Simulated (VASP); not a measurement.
# GaN (Fm-3m) in VASP: notebook, part 2 of 2

VASP 6.6.1. The steps go on from the part before.

### Step 4. Single point, HSE06

Input file POSCAR:

```
GaN
1.0
    0.0000000000      2.1085153689      2.1085153689
    2.1085153689      0.0000000000      2.1085153689
    2.1085153689      2.1085153689      0.0000000000
Ga N
1 1
Direct
    0.5000000000      0.5000000000      0.5000000000
    0.0000000000      0.0000000000      0.0000000000
```

Input file INCAR.step1:

```
PREC     = Accurate       # precision mode
ENCUT    = 520            # plane-wave cutoff, eV
EDIFF    = 1E-5           # SCF threshold, eV
ISMEAR   = 0              # smearing method
SIGMA    = 0.001          # smearing width, eV
LREAL    = False          # projectors in reciprocal space
LASPH    = True           # aspherical terms in the spheres
NELM     = 60             # most SCF steps
ALGO     = Normal         # electronic algorithm
ISIF     = 2              # what is computed and relaxed
LWAVE    = True           # write WAVECAR
LCHARG   = False          # write CHGCAR
NBANDS   = 16             # bands
GGA      = PE             # functional
```

Input file INCAR.step2:

```
PREC     = Accurate       # precision mode
ENCUT    = 520            # plane-wave cutoff, eV
EDIFF    = 1E-6           # SCF threshold, eV
ISMEAR   = 0              # smearing method
SIGMA    = 0.001          # smearing width, eV
LREAL    = False          # projectors in reciprocal space
LASPH    = True           # aspherical terms in the spheres
NELM     = 60             # most SCF steps
ALGO     = Normal         # electronic algorithm
ISIF     = 2              # what is computed and relaxed
LWAVE    = False          # write WAVECAR
LCHARG   = False          # write CHGCAR
GGA      = PE             # functional
LHFCALC  = True           # exact exchange
HFSCREEN = 0.2079         # screening, 1/A
PRECFOCK = Normal       
NBANDS   = 16             # bands
ISTART   = 1
```

Input file KPOINTS:

```
regular mesh
0
Gamma
  6 6 6
```

Potentials or basis: VASP PAW PBE potentials, release 64 (Ga_d, N).

Launch:

```console
$ cat potpaw_PBE.64/Ga_d/POTCAR potpaw_PBE.64/N/POTCAR > POTCAR
$ cp INCAR.step1 INCAR
$ mpirun -np 1 vasp_std > vasp.out
$ cp INCAR.step2 INCAR
$ mpirun -np 1 vasp_std > vasp.out
```

OUTCAR:

```text
PREC = Accurate
   ENCUT = 520
   EDIFF = 1E-6
   ISMEAR = 0
   LREAL = False
   LASPH = True
   NELM = 60
   ISIF = 2
   GGA = PE
   LHFCALC = True
   HFSCREEN = 0.2079
   PRECFOCK = Normal
   ISTART = 1

 ion  position               nearest neighbor table
   1  0.500  0.500  0.500-   2 2.11   2 2.11   2 2.11   2 2.11   2 2.11   2 2.11
   2  0.000  0.000  0.000-   1 2.11   1 2.11   1 2.11   1 2.11   1 2.11   1 2.11

  LATTYP: Found a face centered cubic cell.
 ALAT       =     4.2170307378

  Lattice vectors:

 A1 = (   0.0000000000,   2.1085153689,   2.1085153689)
 A2 = (   2.1085153689,   0.0000000000,   2.1085153689)
 A3 = (   2.1085153689,   2.1085153689,   0.0000000000)

Analysis of symmetry for initial positions (statically):
=====================================================================
 Subroutine PRICEL returns:
 Original cell was already a primitive cell.

 Routine SETGRP: Setting up the symmetry group for a
 face centered cubic supercell.

 Subroutine GETGRP returns: Found 48 space group operations
 (whereof 48 operations were pure point group operations)
 out of a pool of 48 trial point group operations.

The static configuration has the point symmetry O_h .

Analysis of symmetry for dynamics (positions and initial velocities):
=====================================================================
 Subroutine PRICEL returns:
 Original cell was already a primitive cell.

 Routine SETGRP: Setting up the symmetry group for a
 face centered cubic supercell.

 Subroutine GETGRP returns: Found 48 space group operations
 (whereof 48 operations were pure point group operations)
 out of a pool of 48 trial point group operations.

The dynamic configuration has the point symmetry O_h .

 Subroutine INISYM returns: Found 48 space group operations
 (whereof 48 operations are pure point group operations),
 and found     1 'primitive' translations

----------------------------------------------------------------------------------------

                                     Primitive cell

  volume of cell :      18.7482

  direct lattice vectors                    reciprocal lattice vectors
     0.000000000  2.108515369  2.108515369    -0.237133676  0.237133676  0.237133676
     2.108515369  0.000000000  2.108515369     0.237133676 -0.237133676  0.237133676
     2.108515369  2.108515369  0.000000000     0.237133676  0.237133676 -0.237133676

  length of vectors
     2.981891031  2.981891031  2.981891031     0.410727575  0.410727575  0.410727575

  position of ions in fractional coordinates (direct lattice)
     0.500000000  0.500000000  0.500000000
     0.000000000  0.000000000  0.000000000

  ion indices of the primitive-cell ions
   primitive index   ion index
                 1           1
                 2           2

----------------------------------------------------------------------------------------

 KPOINTS: regular mesh

Automatic generation of k-mesh.
 Grid dimensions read from file:
 generate k-points for:    6    6    6

 Generating k-lattice:

  Cartesian coordinates                     Fractional coordinates (reciprocal lattice)
    -0.039522279  0.039522279  0.039522279     0.166666667  0.000000000  0.000000000
     0.039522279 -0.039522279  0.039522279     0.000000000  0.166666667  0.000000000
     0.039522279  0.039522279 -0.039522279     0.000000000  0.000000000  0.166666667
[... 31 lines left out ...]
   number of dos      NEDOS =    301   number of ions     NIONS =      2
   total plane-waves  NPLWV =  13824
   dimension x,y,z NGX =    24 NGY =   24 NGZ =   24
   dimension x,y,z NGXF=    48 NGYF=   48 NGZF=   48
   ions per type =               1   1
   NGX,Y,Z   is equivalent  to a cutoff of  13.38, 13.38, 13.38 a.u.
   NGXF,Y,Z  is equivalent  to a cutoff of  26.76, 26.76, 26.76 a.u.
 SYSTEM =  unknown system
   PREC   = accura    normal or accurate (medium, high low for compatibility)
   ISTART =      1    job   : 0-new  1-cont  2-samecut
   ICHARG =      0    charge: 1-file 2-atom 10-const
   ISPIN  =      1    spin polarized calculation?
   LNONCOLLINEAR =      F non collinear calculations
   LSORBIT =      F    spin-orbit coupling
   LASPH  =      T    aspherical Exc in radial PAW
   ENCUT  =  520.0 eV  38.22 Ry    6.18 a.u.   5.54  5.54  5.54*2*pi/ulx,y,z
   NELM   =     60;   NELMIN=  2; NELMDL=  0     # of ELM steps
   EDIFF  = 0.1E-05   stopping-criterion for ELM
   LREAL  =      F    real-space projection
   EDIFFG = 0.1E-04   stopping-criterion for IOM
   NSW    =      0    number of steps for IOM
   IBRION =     -1    ionic relax: 0-MD 1-quasi-New 2-CG
   NFREE  =      0    steps in history (QN), initial steepest desc. (CG)
   ISIF   =      2    stress and relaxation
   ISYM   =      3    0-nonsym 1-usesym 2-fastsym
   POTIM  = 0.5000    time-step for ionic-motion
   TEBEG  =    0.0;   TEEND  =   0.0 temperature during run
   PSTRESS=    0.0 pullay stress
   NELECT =      18.0000    total number of electrons
   NUPDOWN=      -1.0000    fix difference up-down
   EMIN   =  10.00;   EMAX   =-10.00  energy-range for DOS
   EFERMI =   0.00;   METHOD = LEGACY
   ISMEAR =     0;   SIGMA  =   0.00  broadening in eV -4-tet -1-fermi 0-gaus
   EFERMI_NEDOS =   21; number of points for ismear=-14 and -15
   IALGO  =     38    algorithm
   IMIX   =      1    mixing-type and parameters
     AMIX     =   0.40;   BMIX     =  1.00
     AMIX_MAG =   1.60;   BMIX_MAG =  1.00
  volume/ion in A,a.u.               =       9.37        63.26
  Fermi-wavevector in a.u.,A,eV,Ry     =   1.615024  3.051952 35.488097  2.608302
  Thomas-Fermi vector in A             =   2.709838
   LORBIT       =      0    0 simple, 1 ext, 2 COOP (PROOUT), +10 PAW based schemes
   GGA     = PE    functional components
   LHFCALC =     T    Hartree Fock is set to
   PRECFOCK=normal    Normal, Fast or Accurate (Low or Medium for compatibility)
   ENCUT4O =  -1.0   cutoff for four orbital integrals eV
   NKREDX  =     1    reduce k-point grid by
   NKREDY  =     1    reduce k-point grid by
   NKREDZ  =     1    reduce k-point grid by
   AEXX    =    0.2500 exact exchange contribution
   HFSCREEN=    0.2079 screening length (either q_TF or 0.3 A-1)
   HFSCREENC=   0.2079 screening length for correlation (either q_TF or 0.3 A-1)
   ENCUTFOCK=  -1.0 apply spherical cutoff to Coloumb kernel
   IVDW    =     0    specifies the selected vdW correction
   LEPSILON=     F    determine dielectric tensor
   LRPA    =     F    only Hartree local field effects (RPA)
 non-spin polarized calculation
 Gauss-broadening in eV      SIGMA  =   0.00
  energy-cutoff  :      520.00
  volume of cell :       18.75
 maximum number of plane-waves:       531
 NGX is ok and might be reduce to    24
  NGX = 18; NGY = 18; NGZ = 18

 number of electron      18.0000008 magnetization

 Free energy of the ion-electron system (eV)
  ---------------------------------------------------
  ext. energy  EPLUGINS =         0.00000000
  ---------------------------------------------------
  free energy    TOTEN  =       -13.77993662 eV

  energy without entropy =      -13.77993662  energy(sigma->0) =      -13.77993662

 E-fermi :   7.2803     XC(G=0): -10.6808

 val. band max:        7.2345135990   @ k =  -0.1667   0.1667   0.0000
 cond. band min:       9.1229259929   @ k =   0.5000   0.5000   0.0000
 fundamental gap:      1.8884123939
 Fermi energy:         7.2803231709

 k-point     1 :       0.0000    0.0000    0.0000
  band No.  band energies     occupation
      1     -11.7767      2.00000
      2      -9.0314      2.00000
      3      -9.0314      2.00000
      4      -9.0314      2.00000
      5      -8.9941      2.00000
      6      -8.9941      2.00000
[... 281 lines left out ...]
      3      -9.0098      2.00000
      4      -8.9004      2.00000
      5      -8.7595      2.00000
      6      -5.5649      2.00000
[... 8 lines left out ...]
     15      30.9854      0.00000
     16      37.1152      0.00000

------------------------ aborting loop because EDIFF is reached ----------------------------------------

  FORCE on cell =-STRESS in cart. coord.  units (eV):
  Direction    XX          YY          ZZ          XY          YZ          ZX
  --------------------------------------------------------------------------------------
  -------------------------------------------------------------------------------------
  Total       -0.0469264     -0.0469264     -0.0469264      0.0000000      0.0000000     -0.0000000
  in kB       -4.0102130     -4.0102130     -4.0102130      0.0000000      0.0000000     -0.0000000
  external PRESSURE =      -4.0102130 kB  Pullay stress =       0.0000000 kB

 VOLUME and BASIS-vectors are now :
 -----------------------------------------------------------------------------
  energy-cutoff  :      520.00
  volume of cell :       18.75
      direct lattice vectors                 reciprocal lattice vectors
     0.000000000  2.108515369  2.108515369    -0.237133676  0.237133676  0.237133676
     2.108515369  0.000000000  2.108515369     0.237133676 -0.237133676  0.237133676
     2.108515369  2.108515369  0.000000000     0.237133676  0.237133676 -0.237133676

 POSITION                                       TOTAL-FORCE (eV/Angst)
 -----------------------------------------------------------------------------------
      2.10852      2.10852      2.10852         0.000000     -0.000000     -0.000000
      0.00000      0.00000      0.00000         0.000000      0.000000      0.000000
 -----------------------------------------------------------------------------------
    total drift:                               -0.000000     -0.000000     -0.000000

  FREE ENERGIE OF THE ION-ELECTRON SYSTEM (eV)
  ---------------------------------------------------
  free  energy   TOTEN  =       -13.7799366151 eV

  energy  without entropy=      -13.7799366151  energy(sigma->0) =      -13.77993662
```

Run time: 38 min. Hardware: 1 thread of Oxide Virtual Turin-like, shared host; peak memory 0.22 GiB.

Results:

```yaml
Free_energy: -13.7799 eV
Pressure: -0.4 GPa
Band_gap_on_the_k_mesh: 1.89 eV (least direct gap 4.16 eV)
```

Caveat: the k points lie up to 0.43 Å⁻¹ apart; the PAW data sets were made with another functional, which shifts forces and pressure a little.

### Step 5. Summary

```tsv
level	potentials or basis	cutoff (eV)	smearing	share of exact exchange	screening parameter	gap on the mesh (eV)	pressure (GPa)
PBE-based global hybrid with 10 % exact exchange	VASP PAW PBE potentials, release 64 (Ga_d, N_h)	1000	gaussian 0.01 eV	0.1	-	1.39	5.0
HSE06	VASP PAW PBE potentials, release 64 (Ga_d, N)	520	methfessel-paxton 0.2 eV	0.25	0.2079 1/Å	1.89	-0.5
HSE06	VASP PAW PBE potentials, release 64 (Ga_d, N)	520	gaussian 0.001 eV	0.25	0.2079 1/Å	1.89	-0.4
```

Alike in all rows: task single point; no spin polarisation; cell as given; k mesh 6 × 6 × 6.

Caveats: all runs use coarse meshes; the PAW data sets were made with another functional, which shifts forces and pressure a little.

Total energies depend on the potentials used, so only differences within one code and one set of settings carry meaning.
